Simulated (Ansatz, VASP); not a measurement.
# La2O3 in VASP and in Ansatz

File INCAR:

```
ALGO = Normal
EDIFF = 1E-7
ENCUT = 520
ISIF = 2
ISMEAR = 0
LASPH = True
LCHARG = False
LREAL = False
LWAVE = False
NBANDS = 28
NELM = 60
PREC = Accurate
SIGMA = 0.01
```

The input KPOINTS:

```
k-points
0
Gamma
  12 12 4
```

File POSCAR:

```
La2O3
1.0
    3.9350929413      0.0000000000      0.0000000000
   -1.9675464707      3.4078904534      0.0000000000
    0.0000000000      0.0000000000      6.1262268541
La O
2 3
Direct
    0.3333333333      0.6666666667      0.2461581727
    0.6666666667      0.3333333333      0.7538418273
    0.0000000000      0.0000000000      0.0000000000
    0.3333333333      0.6666666667      0.6461107659
    0.6666666667      0.3333333333      0.3538892341
```

Input for Ansatz:

```yaml
crystal:
  lattice:
    - [3.9350929413, 0.0, 0.0]
    - [-1.9675464707, 3.4078904534, 0.0]
    - [0.0, 0.0, 6.1262268541]
  atoms:
    - { symbol: La, position: [0.3333333333, 0.6666666667, 0.2461581727] }
    - { symbol: La, position: [0.6666666667, 0.3333333333, 0.7538418273] }
    - { symbol: O, position: [0.0, 0.0, 0.0] }
    - { symbol: O, position: [0.3333333333, 0.6666666667, 0.6461107659] }
    - { symbol: O, position: [0.6666666667, 0.3333333333, 0.3538892341] }
kpoints:
  mp_grid: { grid: [12, 12, 4] }
  band_path:
    path:
      - [0.0, 0.0, 0.0]
      - [0.5, 0.0, 0.0]
      - [0.3333333333, 0.3333333333, 0.0]
      - [0.0, 0.0, 0.5]
      - [0.5, 0.0, 0.5]
      - [0.3333333333, 0.3333333333, 0.5]
      - [0.0, 0.5, 0.5]
      - [0.0, 0.5, 0.0]
    npoints: 1
hamiltonian:
  xc: lda
scf:
  occupations: { method: fixed }
  n_extra_bands: 5
output:
  forces: true
  stress: true
  eigenvalues: true
```

Alike in both runs: task single point; functional LDA; k mesh 12 × 12 × 4; no spin polarisation.

|  | VASP | Ansatz |
| --- | --- | --- |
| version | VASP 6.6.1 | Ansatz 0.2.0 |
| potentials or method | VASP PAW LDA potentials, release 64 (La, O) | plane waves, PAW |
| plane-wave cutoff (eV) | 520 | 420 |
| occupations | gaussian, width 0.01 eV | fixed |
| valence electrons in the cell | 40 | 40 |

|  | VASP | Ansatz | Ansatz less VASP |
| --- | --- | --- | --- |
| gap on the k mesh at the Fermi level (eV) | 3.72 | 3.73 | +0.009 |
| pressure (GPa) | -6.9 | -6.9 | +0.02 |
| traceless stress, the component that is largest in VASP (GPa) | 0.38 | 0.40 | +0.017 |
| rms of the force components (eV/Å) | 0.073 | 0.077 | +0.0038 |

LDA's correlation is that of Perdew and Zunger in VASP and of Perdew and Wang (1992) in Ansatz. Atom by atom the forces differ by 0.004 eV/Å (rms over components).

Spin-orbit coupling is off throughout.
